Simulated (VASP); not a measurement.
# BeAs (Pm-3m) in VASP: relaxation of cell and atoms with PBE

Aim: the relaxation of cell and atoms of BeAs with PBE.

Everything below comes from runs of VASP 6.6.1. Logs are shortened: lines on timing, memory, paths and dates and some standing lists are left out, and cuts for length are marked.

## (1) The cell of the first run

The structure is cubic, space group Pm-3m (No. 221). Conventional cell: a = 3.077 Å, b = 3.077 Å, c = 3.077 Å, α = 90.00°, β = 90.00°, γ = 90.00°. Within 3.5 Å of Be (site symmetry m-3m) lie 8 As at 2.67 Å and 6 Be at 3.08 Å. As (site symmetry m-3m) has 8 Be at 2.67 Å and 6 As at 3.08 Å within 3.5 Å.

## (2) Relaxation of cell and atoms, PBE

INCAR reads:

```
SYSTEM = BeAs
  PREC = Accurate
  ENCUT = 600
  EDIFF = 1E-6
  ISMEAR = 0
  SIGMA = 0.1
  LREAL = .FALSE.
  LASPH = .TRUE.
  NELM = 100
  ALGO = Normal
  ISIF = 3
  LWAVE = .FALSE.
  LCHARG = .FALSE.
  GGA = PE
  IBRION = 2
  NSW = 100
  EDIFFG = -0.01
```

KPOINTS reads:

```
Automatic mesh
0
G
  18 18 18
  0 0 0
```

POSCAR reads:

```
BeAs
1.0
    3.0774008952      0.0000000000      0.0000000000
    0.0000000000      3.0774008952      0.0000000000
    0.0000000000      0.0000000000      3.0774008952
Be As
1 1
Direct
    0.0000000000      0.0000000000      0.0000000000
    0.5000000000      0.5000000000      0.5000000000
```

Potentials or basis: VASP PAW PBE potentials, release 64 (Be, As).

Started as:

```bash
cat potpaw_PBE.64/Be/POTCAR potpaw_PBE.64/As/POTCAR > POTCAR
mpirun -np 1 vasp_std > vasp.out
```

OUTCAR:

```text
SYSTEM = BeAs
   PREC = Accurate
   ENCUT = 600
   EDIFF = 1E-6
   ISMEAR = 0
   LREAL = .FALSE.
   LASPH = .TRUE.
   NELM = 100
   ISIF = 3
   GGA = PE
   IBRION = 2
   NSW = 100
   EDIFFG = -0.01

 ion  position               nearest neighbor table
   1  0.000  0.000  0.000-
   2  0.500  0.500  0.500-

  LATTYP: Found a simple cubic cell.
 ALAT       =     3.0774008952

  Lattice vectors:

 A1 = (   3.0774008952,   0.0000000000,   0.0000000000)
 A2 = (   0.0000000000,   3.0774008952,   0.0000000000)
 A3 = (   0.0000000000,   0.0000000000,   3.0774008952)

Analysis of symmetry for initial positions (statically):
=====================================================================
 Subroutine PRICEL returns:
 Original cell was already a primitive cell.

 Routine SETGRP: Setting up the symmetry group for a
 simple cubic supercell.

 Subroutine GETGRP returns: Found 48 space group operations
 (whereof 48 operations were pure point group operations)
 out of a pool of 48 trial point group operations.

The static configuration has the point symmetry O_h .

Analysis of symmetry for dynamics (positions and initial velocities):
=====================================================================
 Subroutine PRICEL returns:
 Original cell was already a primitive cell.

 Routine SETGRP: Setting up the symmetry group for a
 simple cubic supercell.

 Subroutine GETGRP returns: Found 48 space group operations
 (whereof 48 operations were pure point group operations)
 out of a pool of 48 trial point group operations.

The dynamic configuration has the point symmetry O_h .

 Subroutine INISYM returns: Found 48 space group operations
 (whereof 48 operations are pure point group operations),
 and found     1 'primitive' translations

----------------------------------------------------------------------------------------

                                     Primitive cell

  volume of cell :      29.1442

  direct lattice vectors                    reciprocal lattice vectors
     3.077400895  0.000000000  0.000000000     0.324949538  0.000000000  0.000000000
     0.000000000  3.077400895  0.000000000     0.000000000  0.324949538  0.000000000
     0.000000000  0.000000000  3.077400895     0.000000000  0.000000000  0.324949538

  length of vectors
     3.077400895  3.077400895  3.077400895     0.324949538  0.324949538  0.324949538

  position of ions in fractional coordinates (direct lattice)
     0.000000000  0.000000000  0.000000000
     0.500000000  0.500000000  0.500000000

  ion indices of the primitive-cell ions
   primitive index   ion index
                 1           1
                 2           2

----------------------------------------------------------------------------------------

 KPOINTS: Automatic mesh

Automatic generation of k-mesh.
 Grid dimensions read from file:
 generate k-points for:   18   18   18

 Generating k-lattice:

  Cartesian coordinates                     Fractional coordinates (reciprocal lattice)
     0.018052752  0.000000000  0.000000000     0.055555556  0.000000000  0.000000000
     0.000000000  0.018052752  0.000000000     0.000000000  0.055555556  0.000000000
     0.000000000  0.000000000  0.018052752     0.000000000  0.000000000  0.055555556

  Length of vectors
     0.018052752  0.018052752  0.018052752

  Shift w.r.t. Gamma in fractional coordinates (k-lattice)
     0.000000000  0.000000000  0.000000000

 Subroutine IBZKPT returns following result:
 ===========================================

 Found    220 irreducible k-points:

 Following reciprocal coordinates:
            Coordinates               Weight
  0.000000  0.000000  0.000000      1.000000
  0.055556  0.000000  0.000000      6.000000
  0.111111  0.000000  0.000000      6.000000
  0.166667  0.000000  0.000000      6.000000
  0.222222  0.000000  0.000000      6.000000
  0.277778  0.000000  0.000000      6.000000
[... 16 lines left out ...]
  0.277778  0.111111  0.000000     24.000000
  0.333333  0.111111  0.000000     24.000000
 [... further k-points ...]
   k-points           NKPTS =    220   k-points in BZ     NKDIM =    220   number of bands    NBANDS=      7
   number of dos      NEDOS =    301   number of ions     NIONS =      2
   total plane-waves  NPLWV =  21952
   dimension x,y,z NGX =    28 NGY =   28 NGZ =   28
   dimension x,y,z NGXF=    56 NGYF=   56 NGZF=   56
   ions per type =               1   1
   NGX,Y,Z   is equivalent  to a cutoff of  15.13, 15.13, 15.13 a.u.
   NGXF,Y,Z  is equivalent  to a cutoff of  30.25, 30.25, 30.25 a.u.
 SYSTEM =  BeAs
   PREC   = accura    normal or accurate (medium, high low for compatibility)
   ISTART =      0    job   : 0-new  1-cont  2-samecut
   ICHARG =      2    charge: 1-file 2-atom 10-const
   ISPIN  =      1    spin polarized calculation?
   LNONCOLLINEAR =      F non collinear calculations
   LSORBIT =      F    spin-orbit coupling
   LASPH  =      T    aspherical Exc in radial PAW
   ENCUT  =  600.0 eV  44.10 Ry    6.64 a.u.   6.15  6.15  6.15*2*pi/ulx,y,z
   NELM   =    100;   NELMIN=  2; NELMDL= -5     # of ELM steps
   EDIFF  = 0.1E-05   stopping-criterion for ELM
   LREAL  =      F    real-space projection
   EDIFFG = -.1E-01   stopping-criterion for IOM
   NSW    =    100    number of steps for IOM
   IBRION =      2    ionic relax: 0-MD 1-quasi-New 2-CG
   NFREE  =      1    steps in history (QN), initial steepest desc. (CG)
   ISIF   =      3    stress and relaxation
   ISYM   =      2    0-nonsym 1-usesym 2-fastsym
   POTIM  = 0.5000    time-step for ionic-motion
   TEBEG  =    0.0;   TEEND  =   0.0 temperature during run
   PSTRESS=    0.0 pullay stress
   NELECT =       7.0000    total number of electrons
   NUPDOWN=      -1.0000    fix difference up-down
   EMIN   =  10.00;   EMAX   =-10.00  energy-range for DOS
   EFERMI =   0.00;   METHOD = LEGACY
   ISMEAR =     0;   SIGMA  =   0.10  broadening in eV -4-tet -1-fermi 0-gaus
   EFERMI_NEDOS =   21; number of points for ismear=-14 and -15
   IALGO  =     38    algorithm
   IMIX   =      4    mixing-type and parameters
     AMIX     =   0.40;   BMIX     =  1.00
     AMIX_MAG =   1.60;   BMIX_MAG =  1.00
  volume/ion in A,a.u.               =      14.57        98.34
  Fermi-wavevector in a.u.,A,eV,Ry     =   1.017630  1.923043 14.089809  1.035572
  Thomas-Fermi vector in A             =   2.151042
   LORBIT       =      0    0 simple, 1 ext, 2 COOP (PROOUT), +10 PAW based schemes
   GGA     = PE    functional components
   LHFCALC =     F    Hartree Fock is set to
   AEXX    =    0.0000 exact exchange contribution
   IVDW    =     0    specifies the selected vdW correction
   LEPSILON=     F    determine dielectric tensor
   LRPA    =     F    only Hartree local field effects (RPA)
 conjugate gradient relaxation of ions
 non-spin polarized calculation
 Gauss-broadening in eV      SIGMA  =   0.10
  energy-cutoff  :      600.00
  volume of cell :       29.14
 maximum number of plane-waves:       992
 NGX is ok and might be reduce to    28
   NGX = 13   NGY = 13   NGZ = 13

--------------------------------------- Ionic step        1  -------------------------------------------

 number of electron       6.9999999 magnetization

 Free energy of the ion-electron system (eV)
  ---------------------------------------------------
  ext. energy  EPLUGINS =         0.00000000
  ---------------------------------------------------
  free energy    TOTEN  =        -7.26639944 eV

  energy without entropy =       -7.26112601  energy(sigma->0) =       -7.26376272

------------------------ aborting loop because EDIFF is reached ----------------------------------------

  FORCE on cell =-STRESS in cart. coord.  units (eV):
  Direction    XX          YY          ZZ          XY          YZ          ZX
  --------------------------------------------------------------------------------------
  -------------------------------------------------------------------------------------
  Total       -0.5146109     -0.5146109     -0.5146109      0.0000000      0.0000000     -0.0000000
  in kB      -28.2902863    -28.2902863    -28.2902863      0.0000000      0.0000000     -0.0000000
  external PRESSURE =     -28.2902863 kB  Pullay stress =       0.0000000 kB
[... 57 lines left out ...]
  energy  without entropy=       -7.2703213358  energy(sigma->0) =       -7.27289021

--------------------------------------- Ionic step        3  -------------------------------------------

 number of electron       7.0000000 magnetization

 Free energy of the ion-electron system (eV)
  ---------------------------------------------------
  ext. energy  EPLUGINS =         0.00000000
  ---------------------------------------------------
  free energy    TOTEN  =        -7.27550862 eV

  energy without entropy =       -7.27035913  energy(sigma->0) =       -7.27293387

 E-fermi :   6.6910     XC(G=0): -10.5872

 val. band max:        6.6782672089   @ k =   0.1111   0.0000   0.0000
 cond. band min:       6.6927744936   @ k =   0.3333   0.1111   0.1111
 fundamental gap:      0.0145072847
 Fermi energy:         6.6910466385

 k-point     1 :       0.0000    0.0000    0.0000
  band No.  band energies     occupation
      1      -7.8655      2.00000
      2       6.4942      1.99464
      3       6.4942      1.99464
      4       6.4942      1.99464
      5       9.4187      0.00000
      6      11.9273      0.00000
      7      11.9273      0.00000
[... 221 lines left out ...]
 k-point    24 :       0.3333    0.1111    0.0000
  band No.  band energies     occupation
      1      -6.3279      2.00000
      2       0.4455      2.00000
      3       6.3303      2.00000
      4       8.2410      0.00000
      5      11.3419      0.00000
      6      12.2680      0.00000
      7      13.5614      0.00000

 [... further k-points ...]
[... 5 lines left out ...]
  --------------------------------------------------------------------------------------
  -------------------------------------------------------------------------------------
  Total        0.0002630      0.0002630      0.0002630     -0.0000000      0.0000000      0.0000000
  in kB        0.0149713      0.0149713      0.0149713     -0.0000000      0.0000000      0.0000000
  external PRESSURE =       0.0149713 kB  Pullay stress =       0.0000000 kB
[... 17 lines left out ...]
  FREE ENERGIE OF THE ION-ELECTRON SYSTEM (eV)
  ---------------------------------------------------
  free  energy   TOTEN  =        -7.2755086175 eV

  energy  without entropy=       -7.2703591324  energy(sigma->0) =       -7.27293387

 reached required accuracy - stopping structural energy minimisation
```

It took 37 s on 1 thread of Intel Xeon 6975P-C (Granite Rapids), shared host; peak memory 0.22 GiB.

Results:

```
Free energy                           : -7.2755 eV
Relaxed volume                        : 14.07 Å³/atom
Relaxed cell                          : a = 3.042 Å, b = 3.042 Å, c = 3.042 Å, α = 90.00°, β = 90.00°, γ = 90.00°
Space group after relaxing (to 0.1 Å) : Pm-3m (No. 221)
Energy gained by relaxing             : 4.6 meV/atom
Ionic steps                           : 3
Pressure after relaxing               : 0.0 GPa
```

Step by step:
| step | energy change (eV) | largest force (eV/Å) | pressure (GPa) | volume (Å³) |
| --- | --- | --- | --- | --- |
| 1 | 0.0000 | 0.0000 | -2.83 | 29.14 |
| 2 | -0.0091 | 0.0000 | 0.23 | 28.07 |
| 3 | -0.0091 | 0.0000 | 0.00 | 28.14 |

Final structure:
```xyz
2
Lattice="3.0418 0.0000 0.0000 0.0000 3.0418 0.0000 0.0000 0.0000 3.0418" Properties=species:S:1:pos:R:3 pbc="T T T"
Be    0.0000    0.0000    0.0000
As    1.5209    1.5209    1.5209
```

Levels at points of the mesh, in eV from the Fermi level:
| k point | band 2 | band 3 | band 4 | band 5 | band 6 | band 7 |
| --- | --- | --- | --- | --- | --- | --- |
| (0.00, 0.00, 0.00) | -0.20 | -0.20 | -0.20 | 2.73 | 5.24 | 5.24 |
| (0.50, 0.00, 0.00) | -8.04 | 2.53 | 2.53 | 4.43 | 5.02 | 5.02 |
| (0.50, 0.50, 0.00) | -6.02 | -6.02 | -1.93 | 4.12 | 6.99 | 8.37 |
| (0.50, 0.50, 0.50) | -3.11 | -3.11 | -3.11 | -0.53 | -0.53 | -0.53 |

Caveat: the highest band is partly filled, so the run has too few bands.
